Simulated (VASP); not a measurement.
Here is a VASP 6.6.1 calculation.

INCAR

```
PREC     = Accurate       # precision mode
ENCUT    = 520            # plane-wave cutoff, eV
EDIFF    = 1E-6           # SCF threshold, eV
ISMEAR   = 0              # smearing method
SIGMA    = 0.05           # smearing width, eV
LREAL    = False          # projectors in reciprocal space
LASPH    = True           # aspherical terms in the spheres
NELM     = 60             # most SCF steps
ALGO     = Normal         # electronic algorithm
ISIF     = 2              # what is computed and relaxed
LWAVE    = False          # write WAVECAR
LCHARG   = False          # write CHGCAR
GGA      = PS             # functional
NBANDS   = 24             # bands
```

File KPOINTS:

```
Automatic mesh
0
Gamma
  6 6 6
```

POSCAR

```
KCl
1.0
    0.0000000000     -3.1207041401     -3.0479917336
   -3.1207041401      0.0000000000     -3.0479917336
    3.1207041401      3.1207041401     -6.0959834673
K Cl
2 2
Direct
    0.5000000000      0.5000000000      0.5000000000
    0.0000000000      1.0000000000      0.0000000000
    0.7500000000      0.7500000000      0.7500000000
    0.2500000000      0.2500000000      0.2500000000
```

Potentials or basis: VASP PAW PBE potentials, release 64 (K_sv, Cl).

Command:

```sh
$ cat potpaw_PBE.64/K_sv/POTCAR potpaw_PBE.64/Cl/POTCAR > POTCAR
$ mpirun -np 1 vasp_std > vasp.out
```

(1) What does it give for the pressure?

(2) What does it give for the band gap on the k mesh?

Answers

(1) 0.6 GPa.

(2) 5.16 eV.

Caveat: the PAW data sets were made with another functional, which shifts forces and pressure a little.
